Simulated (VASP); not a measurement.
# Pb (Fm-3m) in VASP: notebook

The runs below take Pb through single point, with LDA.

Everything below comes from runs of VASP 6.6.1. Logs are shortened: lines on timing, memory, paths and dates and some standing lists are left out, and cuts for length are marked.

### Step 1. The cell of the first run

The structure is cubic, space group Fm-3m (No. 225). Conventional cell: a = 4.875 Å, b = 4.875 Å, c = 4.875 Å, α = 90.00°, β = 90.00°, γ = 90.00°. Within 4.5 Å of Pb (site symmetry m-3m) lie 12 Pb at 3.45 Å.

### Step 2. Single point, LDA

INCAR reads:

```
SYSTEM = Pb
PREC     = Accurate       ! precision mode
ENCUT    = 520            ! plane-wave cutoff, eV
EDIFF    = 1E-7           ! SCF threshold, eV
ISMEAR   = 0              ! smearing method
SIGMA    = 0.3            ! smearing width, eV
LREAL    = .FALSE.        ! projectors in reciprocal space
LASPH    = .TRUE.         ! aspherical terms in the spheres
NELM     = 60             ! most SCF steps
ALGO     = Normal         ! electronic algorithm
ISIF     = 2              ! what is computed and relaxed
LWAVE    = .FALSE.        ! write WAVECAR
LCHARG   = .FALSE.        ! write CHGCAR
NBANDS   = 13             ! bands
```

KPOINTS reads:

```
regular mesh
0
G
  11 11 11
  0 0 0
```

POSCAR reads:

```
Pb
1.0
    0.0000000000      2.4375492138      2.4375492138
    2.4375492138      0.0000000000      2.4375492138
    2.4375492138      2.4375492138      0.0000000000
Pb
1
Direct
    0.0000000000      0.0000000000      0.0000000000
```

Potentials or basis: VASP PAW LDA potentials, release 64 (Pb_d).

Launch:

```
$ cat potpaw_LDA.64/Pb_d/POTCAR > POTCAR
$ mpirun -np 1 vasp_std > vasp.out
```

OUTCAR:

```text
SYSTEM = Pb
   PREC = Accurate
   ENCUT = 520
   EDIFF = 1E-7
   ISMEAR = 0
   LREAL = .FALSE.
   LASPH = .TRUE.
   NELM = 60
   ISIF = 2

 ion  position               nearest neighbor table
   1  0.000  0.000  0.000-

  LATTYP: Found a face centered cubic cell.
 ALAT       =     4.8750984276

  Lattice vectors:

 A1 = (   0.0000000000,   2.4375492138,   2.4375492138)
 A2 = (   2.4375492138,   0.0000000000,   2.4375492138)
 A3 = (   2.4375492138,   2.4375492138,   0.0000000000)

Analysis of symmetry for initial positions (statically):
=====================================================================
 Subroutine PRICEL returns:
 Original cell was already a primitive cell.

 Routine SETGRP: Setting up the symmetry group for a
 face centered cubic supercell.

 Subroutine GETGRP returns: Found 48 space group operations
 (whereof 48 operations were pure point group operations)
 out of a pool of 48 trial point group operations.

The static configuration has the point symmetry O_h .

Analysis of symmetry for dynamics (positions and initial velocities):
=====================================================================
 Subroutine PRICEL returns:
 Original cell was already a primitive cell.

 Routine SETGRP: Setting up the symmetry group for a
 face centered cubic supercell.

 Subroutine GETGRP returns: Found 48 space group operations
 (whereof 48 operations were pure point group operations)
 out of a pool of 48 trial point group operations.

The dynamic configuration has the point symmetry O_h .

 Subroutine INISYM returns: Found 48 space group operations
 (whereof 48 operations are pure point group operations),
 and found     1 'primitive' translations

----------------------------------------------------------------------------------------

                                     Primitive cell

  volume of cell :      28.9661

  direct lattice vectors                    reciprocal lattice vectors
     0.000000000  2.437549214  2.437549214    -0.205124064  0.205124064  0.205124064
     2.437549214  0.000000000  2.437549214     0.205124064 -0.205124064  0.205124064
     2.437549214  2.437549214  0.000000000     0.205124064  0.205124064 -0.205124064

  length of vectors
     3.447215157  3.447215157  3.447215157     0.355285300  0.355285300  0.355285300

  position of ions in fractional coordinates (direct lattice)
     0.000000000  0.000000000  0.000000000

  ion indices of the primitive-cell ions
   primitive index   ion index
                 1           1

----------------------------------------------------------------------------------------

 KPOINTS: regular mesh

Automatic generation of k-mesh.
 Grid dimensions read from file:
 generate k-points for:   11   11   11

 Generating k-lattice:

  Cartesian coordinates                     Fractional coordinates (reciprocal lattice)
    -0.018647642  0.018647642  0.018647642     0.090909091  0.000000000  0.000000000
     0.018647642 -0.018647642  0.018647642     0.000000000  0.090909091  0.000000000
     0.018647642  0.018647642 -0.018647642     0.000000000  0.000000000  0.090909091

  Length of vectors
     0.032298664  0.032298664  0.032298664

  Shift w.r.t. Gamma in fractional coordinates (k-lattice)
     0.000000000  0.000000000  0.000000000

 Subroutine IBZKPT returns following result:
 ===========================================

 Found     56 irreducible k-points:

 Following reciprocal coordinates:
            Coordinates               Weight
  0.000000  0.000000  0.000000      1.000000
  0.090909  0.000000  0.000000      8.000000
  0.181818  0.000000  0.000000      8.000000
  0.272727  0.000000  0.000000      8.000000
  0.363636  0.000000  0.000000      8.000000
  0.454545  0.000000  0.000000      8.000000
[... 16 lines left out ...]
 -0.272727  0.181818  0.000000     24.000000
 -0.181818  0.181818  0.000000     12.000000
 [... further k-points ...]
   k-points           NKPTS =     56   k-points in BZ     NKDIM =     56   number of bands    NBANDS=     13
   number of dos      NEDOS =    301   number of ions     NIONS =      1
   total plane-waves  NPLWV =  21952
   dimension x,y,z NGX =    28 NGY =   28 NGZ =   28
   dimension x,y,z NGXF=    56 NGYF=   56 NGZF=   56
   ions per type =               1
   NGX,Y,Z   is equivalent  to a cutoff of  13.50, 13.50, 13.50 a.u.
   NGXF,Y,Z  is equivalent  to a cutoff of  27.01, 27.01, 27.01 a.u.
 SYSTEM =  Pb
   PREC   = accura    normal or accurate (medium, high low for compatibility)
   ISTART =      0    job   : 0-new  1-cont  2-samecut
   ICHARG =      2    charge: 1-file 2-atom 10-const
   ISPIN  =      1    spin polarized calculation?
   LNONCOLLINEAR =      F non collinear calculations
   LSORBIT =      F    spin-orbit coupling
   LASPH  =      T    aspherical Exc in radial PAW
   ENCUT  =  520.0 eV  38.22 Ry    6.18 a.u.   6.41  6.41  6.41*2*pi/ulx,y,z
   NELM   =     60;   NELMIN=  2; NELMDL= -5     # of ELM steps
   EDIFF  = 0.1E-06   stopping-criterion for ELM
   LREAL  =      F    real-space projection
   EDIFFG = 0.1E-05   stopping-criterion for IOM
   NSW    =      0    number of steps for IOM
   IBRION =     -1    ionic relax: 0-MD 1-quasi-New 2-CG
   NFREE  =      0    steps in history (QN), initial steepest desc. (CG)
   ISIF   =      2    stress and relaxation
   ISYM   =      2    0-nonsym 1-usesym 2-fastsym
   POTIM  = 0.5000    time-step for ionic-motion
   TEBEG  =    0.0;   TEEND  =   0.0 temperature during run
   PSTRESS=    0.0 pullay stress
   NELECT =      14.0000    total number of electrons
   NUPDOWN=      -1.0000    fix difference up-down
   EMIN   =  10.00;   EMAX   =-10.00  energy-range for DOS
   EFERMI =   0.00;   METHOD = LEGACY
   ISMEAR =     0;   SIGMA  =   0.30  broadening in eV -4-tet -1-fermi 0-gaus
   EFERMI_NEDOS =   21; number of points for ismear=-14 and -15
   IALGO  =     38    algorithm
   IMIX   =      4    mixing-type and parameters
     AMIX     =   0.40;   BMIX     =  1.00
     AMIX_MAG =   1.60;   BMIX_MAG =  1.00
  volume/ion in A,a.u.               =      28.97       195.47
  Fermi-wavevector in a.u.,A,eV,Ry     =   1.284756  2.427838 22.457762  1.650599
  Thomas-Fermi vector in A             =   2.416931
   LORBIT       =      0    0 simple, 1 ext, 2 COOP (PROOUT), +10 PAW based schemes
   GGA     = CA    functional components
   LHFCALC =     F    Hartree Fock is set to
   AEXX    =    0.0000 exact exchange contribution
   IVDW    =     0    specifies the selected vdW correction
   LEPSILON=     F    determine dielectric tensor
   LRPA    =     F    only Hartree local field effects (RPA)
 non-spin polarized calculation
 Gauss-broadening in eV      SIGMA  =   0.30
  energy-cutoff  :      520.00
  volume of cell :       28.97
 maximum number of plane-waves:       793
 NGX is ok and might be reduce to    28
   NGX = 13   NGY = 13   NGZ = 13

 number of electron      13.9999999 magnetization

 Free energy of the ion-electron system (eV)
  ---------------------------------------------------
  ext. energy  EPLUGINS =         0.00000000
  ---------------------------------------------------
  free energy    TOTEN  =        -4.26675759 eV

  energy without entropy =       -4.24902828  energy(sigma->0) =       -4.25789293

 E-fermi :   7.5865     XC(G=0): -10.6760

 val. band max:        7.3498902288   @ k =  -0.4545   0.3636   0.0000
 cond. band min:       7.6729972871   @ k =   0.2727   0.0000   0.0000
 fundamental gap:      0.3231070583
 Fermi energy:         7.5864653573

 k-point     1 :       0.0000    0.0000    0.0000
  band No.  band energies     occupation
      1      -9.5137      2.00000
      2      -9.5137      2.00000
      3      -9.5137      2.00000
      4      -9.3499      2.00000
      5      -9.3499      2.00000
      6      -4.5508      2.00000
      7      15.2489      0.00000
      8      15.2489      0.00000
      9      15.2489      0.00000
     10      17.3857      0.00000
     11      19.5913      0.00000
     12      20.3941      0.00000
     13      20.3941      0.00000

 k-point     2 :       0.0909    0.0000    0.0000
  band No.  band energies     occupation
      1      -9.5145      2.00000
      2      -9.5004      2.00000
      3      -9.5004      2.00000
      4      -9.3507      2.00000
      5      -9.3507      2.00000
      6      -4.3841      2.00000
      7      13.4531      0.00000
      8      15.0469      0.00000
      9      15.0469      0.00000
     10      17.1312      0.00000
     11      20.2110      0.00000
     12      20.7522      0.00000
     13      20.7522      0.00000

 k-point     3 :       0.1818    0.0000    0.0000
  band No.  band energies     occupation
      1      -9.5191      2.00000
      2      -9.4766      2.00000
      3      -9.4766      2.00000
      4      -9.3402      2.00000
      5      -9.3402      2.00000
      6      -3.8822      2.00000
      7      10.5136      0.00000
      8      14.5710      0.00000
      9      14.5710      0.00000
     10      16.8842      0.00000
     11      20.2010      0.00000
     12      20.8790      0.00000
     13      20.8790      0.00000

 k-point     4 :       0.2727    0.0000    0.0000
  band No.  band energies     occupation
      1      -9.5299      2.00000
      2      -9.4743      2.00000
      3      -9.4743      2.00000
      4      -9.2961      2.00000
      5      -9.2961      2.00000
      6      -3.0523      2.00000
      7       7.6730      0.68334
      8      14.0339      0.00000
      9      14.0339      0.00000
     10      16.7456      0.00000
     11      19.0417      0.00000
     12      20.0048      0.00000
     13      20.0048      0.00000

 k-point     5 :       0.3636    0.0000    0.0000
  band No.  band energies     occupation
      1      -9.5442      2.00000
      2      -9.4884      2.00000
      3      -9.4884      2.00000
      4      -9.2383      2.00000
      5      -9.2383      2.00000
      6      -1.9516      2.00000
      7       5.1876      2.00000
      8      13.5897      0.00000
      9      13.5897      0.00000
     10      16.7388      0.00000
     11      18.1443      0.00000
     12      19.3994      0.00000
     13      19.3994      0.00000
[... 257 lines left out ...]
 k-point    22 :      -0.3636    0.1818    0.0000
  band No.  band energies     occupation
      1      -9.5305      2.00000
      2      -9.4700      2.00000
      3      -9.4197      2.00000
      4      -9.2613      2.00000
      5      -9.2478      2.00000
      6      -0.7037      2.00000
      7       4.5161      2.00000
      8       9.2936      0.00000
      9      12.7037      0.00000
     10      15.6939      0.00000
     11      19.9490      0.00000
     12      20.6513      0.00000
     13      23.5365      0.00000

 k-point    23 :      -0.2727    0.1818    0.0000
  band No.  band energies     occupation
      1      -9.5028      2.00000
      2      -9.4858      2.00000
      3      -9.4101      2.00000
      4      -9.3215      2.00000
      5      -9.2573      2.00000
      6      -1.7918      2.00000
      7       6.4250      2.00000
      8       9.3205      0.00000
      9      13.6541      0.00000
     10      16.4226      0.00000
     11      19.5877      0.00000
     12      20.4543      0.00000
     13      22.1489      0.00000

 k-point    24 :      -0.1818    0.1818    0.0000
  band No.  band energies     occupation
      1      -9.5090      2.00000
      2      -9.4758      2.00000
      3      -9.4031      2.00000
      4      -9.3850      2.00000
      5      -9.2711      2.00000
      6      -2.7817      2.00000
      7       8.4402      0.00006
      8      10.1086      0.00000
      9      14.6418      0.00000
     10      17.4437      0.00000
     11      18.9065      0.00000
     12      20.1844      0.00000
     13      21.0328      0.00000

 [... further k-points ...]

------------------------ aborting loop because EDIFF is reached ----------------------------------------

  FORCE on cell =-STRESS in cart. coord.  units (eV):
  Direction    XX          YY          ZZ          XY          YZ          ZX
  --------------------------------------------------------------------------------------
  -------------------------------------------------------------------------------------
  Total        0.0157123      0.0157123      0.0157123     -0.0000000      0.0000000      0.0000000
  in kB        0.8690824      0.8690824      0.8690824     -0.0000000      0.0000000      0.0000000
  external PRESSURE =       0.8690824 kB  Pullay stress =       0.0000000 kB

 VOLUME and BASIS-vectors are now :
 -----------------------------------------------------------------------------
  energy-cutoff  :      520.00
  volume of cell :       28.97
      direct lattice vectors                 reciprocal lattice vectors
     0.000000000  2.437549214  2.437549214    -0.205124064  0.205124064  0.205124064
     2.437549214  0.000000000  2.437549214     0.205124064 -0.205124064  0.205124064
     2.437549214  2.437549214  0.000000000     0.205124064  0.205124064 -0.205124064

 POSITION                                       TOTAL-FORCE (eV/Angst)
 -----------------------------------------------------------------------------------
      0.00000      0.00000      0.00000         0.000000     -0.000000     -0.000000
 -----------------------------------------------------------------------------------
    total drift:                               -0.000000     -0.000000     -0.000000

  FREE ENERGIE OF THE ION-ELECTRON SYSTEM (eV)
  ---------------------------------------------------
  free  energy   TOTEN  =        -4.2667575895 eV

  energy  without entropy=       -4.2490282800  energy(sigma->0) =       -4.25789293
```

It took 19 s on 1 thread of Intel Xeon Platinum 8375C at 2.90GHz (Ice Lake), shared host; peak memory 0.15 GiB.

Results:

- Free energy: -4.2668 eV
- Pressure: 0.1 GPa
- Band gap on the k mesh: zero (band 7 reaches 15.25 eV, above the bottom of band 8 at 6.00 eV)

Caveat: spin-orbit coupling is left out, which moves the levels of the heavy elements.

### Step 3. Single point, LDA

INCAR reads:

```
SYSTEM = Pb
PREC = Accurate ; ENCUT = 520
EDIFF = 1E-6 ; ISMEAR = 0
SIGMA = 0.6 ; LREAL = .False.
LASPH = .True. ; NELM = 80
ALGO = Normal ; ISIF = 2
LWAVE = .False. ; LCHARG = .False.
NBANDS = 13
```

KPOINTS reads:

```
Automatic mesh
0
Gamma
  11 11 11
  0 0 0
```

POSCAR is that of step 2.

Potentials or basis: VASP PAW LDA potentials, release 64 (Pb_d).

Launch:

```
$ cat potpaw_LDA.64/Pb_d/POTCAR > POTCAR
$ mpirun -np 1 vasp_std > vasp.out
```

Run time: 15 s. Hardware: 1 thread of Intel Xeon Platinum 8375C at 2.90GHz (Ice Lake), shared host; peak memory 0.15 GiB.

It converged, with:

```
Free energy            : -4.2982 eV
Pressure               : 0.3 GPa
Band gap on the k mesh : zero (band 7 reaches 15.25 eV, above the bottom of band 8 at 6.00 eV)
```

Levels at points of the mesh, in eV from the Fermi level:
```csv
k point,band 3,band 4,band 5,band 6,band 7,band 8,band 9,band 10,band 11,band 12
"(0.00, 0.00, 0.00)",-17.08,-16.92,-16.92,-12.12,7.68,7.68,7.68,9.81,12.02,12.82
```

Caveat: spin-orbit coupling is left out, which moves the levels of the heavy elements.

### Step 4. Single point, LDA

INCAR reads:

```
  ALGO = Normal
  EDIFF = 1E-6
  ENCUT = 520
  GGA = CA
  ISIF = 2
  ISMEAR = 0
  LASPH = True
  LCHARG = False
  LREAL = False
  LWAVE = False
  NBANDS = 13
  NELM = 100
  PREC = Accurate
  SIGMA = 1.0
```

KPOINTS reads:

```
k-points
0
Gamma
  11 11 11
```

POSCAR is that of step 3.

Launch:

```
$ cat potpaw_LDA.64/Pb_d/POTCAR > POTCAR
$ mpirun -np 1 vasp_std > vasp.out
```

Wall time 16 s (1 thread of Intel Xeon Platinum 8375C at 2.90GHz (Ice Lake), shared host); peak memory 0.15 GiB.

The run converged. Its results:

```yaml
Free_energy: -4.3786 eV
Pressure: 0.7 GPa
Band_gap_on_the_k_mesh: zero (band 7 reaches 15.25 eV, above the bottom of band 8 at 6.00 eV)
```

Levels at points of the mesh, in eV from the Fermi level:
```
           k point  band 3  band 4  band 5  band 6  band 7  band 8  band 9  band 10  band 11  band 12
(0.00, 0.00, 0.00)  -17.07  -16.90  -16.90  -12.11    7.69    7.69    7.69     9.83    12.04    12.84
```

Caveat: spin-orbit coupling is left out, which moves the levels of the heavy elements.

### Step 5. Overview

```tsv
smearing	gap on the mesh (eV)	pressure (GPa)
gaussian 0.3 eV	none	0.1
gaussian 0.6 eV	none	0.3
gaussian 1 eV	none	0.7
```

Alike in all rows: task single point; level LDA; potentials or basis VASP PAW LDA potentials, release 64 (Pb_d); no spin polarisation; cell as given; k mesh 11 × 11 × 11; cutoff (eV) 520.

Every run on the cell as given and a fine mesh finds a metal.

Caveats: spin-orbit coupling is left out, which moves the levels of the heavy elements.

Total energies depend on the potentials used, so only differences within one code and one set of settings carry meaning.
